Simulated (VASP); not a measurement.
SnSe2:

```xyz
3
Lattice="3.8388 0.0000 0.0000 -1.9194 3.3245 0.0000 0.0000 0.0000 6.0110" Properties=species:S:1:pos:R:3 pbc="T T T"
Sn    0.0000    0.0000    0.0000
Se    0.0000    2.2163    1.5936
Se    1.9194    1.1082    4.4174
```

Base run:

| Item | Value |
| --- | --- |
| Program | VASP 6.6.1 |
| Functional | PBE |
| Dispersion | D3(BJ) |
| Potentials or basis | VASP PAW PBE potentials, release 64 (Sn_d, Se) |
| Cutoff | 520 eV |
| k mesh | 12 × 12 × 6 |
| Occupations | gaussian, width 0.02 eV |
| Spin | no spin polarisation |

Its results: band gap on the k mesh 0.35 eV, indirect (least direct gap 0.82 eV); pressure 0.1 GPa; largest force 0.017 eV/Å.

Problem. The run is repeated on the same cell with these changes: functional from PBE to r2SCAN; dispersion from D3(BJ) to none. What comes out?

Solution. Band gap on the k mesh 0.63 eV, indirect (least direct gap 1.22 eV); pressure 0.5 GPa; largest force 0.316 eV/Å.

Several settings changed at once, so the effect can't be laid on one alone.

Caveats: spin-orbit coupling is left out, which moves the levels of the heavy elements; the PAW data sets were made with another functional, which shifts forces and pressure a little (some runs).

A k mesh can miss the band edges.
